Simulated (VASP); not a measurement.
A run of VASP 6.6.1 is set up as follows.

File INCAR:

```
SYSTEM = Au
PREC     = Accurate       ! precision mode
ENCUT    = 500            ! plane-wave cutoff, eV
EDIFF    = 1E-6           ! SCF threshold, eV
ISMEAR   = 0              ! smearing method
SIGMA    = 0.025          ! smearing width, eV
LREAL    = .FALSE.        ! projectors in reciprocal space
LASPH    = .TRUE.         ! aspherical terms in the spheres
NELM     = 120            ! most SCF steps
ALGO     = Normal         ! electronic algorithm
ISIF     = 2              ! what is computed and relaxed
LWAVE    = .FALSE.        ! write WAVECAR
LCHARG   = .TRUE.         ! write CHGCAR
GGA      = PE             ! functional
LELF     = .TRUE.         ! ELF
LVHAR    = .TRUE.       
NBANDS   = 12             ! bands
GGA_COMPAT= .FALSE.
```

Contents of KPOINTS:

```
regular mesh
0
G
  11 11 11
  0 0 0
```

File POSCAR:

```
Au
1.0
   -1.6572690000      1.6572690000      1.6572690000
    1.6572690000     -1.6572690000      1.6572690000
    1.6572690000      1.6572690000     -1.6572690000
Au
1
Direct
    0.0000000000      0.0000000000      0.0000000000
```

Potentials or basis: VASP PAW PBE potentials, release 64 (Au).

Launch:

```bash
$ cat potpaw_PBE.64/Au/POTCAR > POTCAR
$ mpirun -np 1 vasp_std > vasp.out
```

Problem. Predict the pressure.

Solution. -1.0 GPa.
